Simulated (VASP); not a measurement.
A run of VASP 6.6.1 is set up as follows.

File INCAR:

```
SYSTEM = CdO
PREC = Accurate ; ENCUT = 600
EDIFF = 1E-6 ; ISMEAR = 0
SIGMA = 0.1 ; LREAL = .FALSE.
LASPH = .TRUE. ; NELM = 120
ALGO = Normal ; ISIF = 2
LWAVE = .FALSE. ; LCHARG = .FALSE.
GGA = RP ; IVDW = 13
NBANDS = 16 ; GGA_COMPAT = .FALSE.
```

File KPOINTS:

```
regular mesh
0
G
  3 3 3
  0 0 0
```

File POSCAR:

```
CdO
1.0
    0.0000000000      2.3609927699      2.3609927699
    2.3609927699      0.0000000000      2.3609927699
    2.3609927699      2.3609927699      0.0000000000
Cd O
1 1
Direct
    0.0000000000      0.0000000000      0.0000000000
    0.5000000000      0.5000000000      0.5000000000
```

Potentials or basis: VASP PAW PBE potentials, release 64 (Cd, O).

Launch:

```sh
$ cat potpaw_PBE.64/Cd/POTCAR potpaw_PBE.64/O/POTCAR > POTCAR
$ mpirun -np 1 vasp_std > vasp.out
```

(1) What does it give for the dispersion energy per atom?

(2) What does it give for the band gap on the k mesh?

(3) Estimate the pressure.

Answers

(1) -0.664 eV.

(2) zero (band 9 reaches 1.77 eV, above the bottom of band 10 at 1.68 eV).

(3) 3.9 GPa.

Caveat: the k points lie up to 0.77 Å⁻¹ apart; the PAW data sets were made with another functional, which shifts forces and pressure a little; pairwise dispersion overbinds metals, which lowers pressure and volume.
